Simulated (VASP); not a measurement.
Here is a VASP 6.6.1 calculation.

File POSCAR:

```
Ir
1.0
    2.4653247458      0.0000000000      0.0000000000
    0.0000000000      2.4653247458      0.0000000000
    0.0000000000      0.0000000000      2.4653247458
Ir
1
Direct
    0.0000000000      0.0000000000      0.0000000000
```

File INCAR.step1:

```
PREC = Accurate ; ENCUT = 620
ISMEAR = 0 ; SIGMA = 0.1
LREAL = False ; LASPH = True
NELM = 120 ; NBANDS = 14
GGA = PE ; ALGO = Normal
EDIFF = 1E-5 ; LWAVE = True
LCHARG = False ; GGA_COMPAT = False
```

The input INCAR.step2:

```
PREC = Accurate ; ENCUT = 620
EDIFF = 1E-6 ; ISMEAR = 0
SIGMA = 0.1 ; LREAL = False
LASPH = True ; NELM = 120
ALGO = Normal ; ISIF = 2
LWAVE = False ; LCHARG = False
METAGGA = R2SCAN ; LMIXTAU = True
NBANDS = 14 ; ISTART = 1
GGA_COMPAT = False
```

Contents of KPOINTS:

```
Automatic mesh
0
Gamma
  8 8 8
```

Potentials or basis: VASP PAW PBE potentials, release 64 (Ir_sv_GW).

Run with:

```console
$ cat potpaw_PBE.64/Ir_sv_GW/POTCAR > POTCAR
$ cp INCAR.step1 INCAR
$ mpirun -np 1 vasp_std > vasp.out
$ cp INCAR.step2 INCAR
$ mpirun -np 1 vasp_std > vasp.out
```

Task: What does it give for the band gap on the k mesh?

Result: Zero (an odd number of electrons rules out a gap without spin polarisation).

Task: What does it give for the pressure?

Result: 33.3 GPa.

Caveat: the cell stands under pressure; the PAW data sets were made with another functional, which shifts forces and pressure a little; spin-orbit coupling is left out, which moves the levels of the heavy elements.
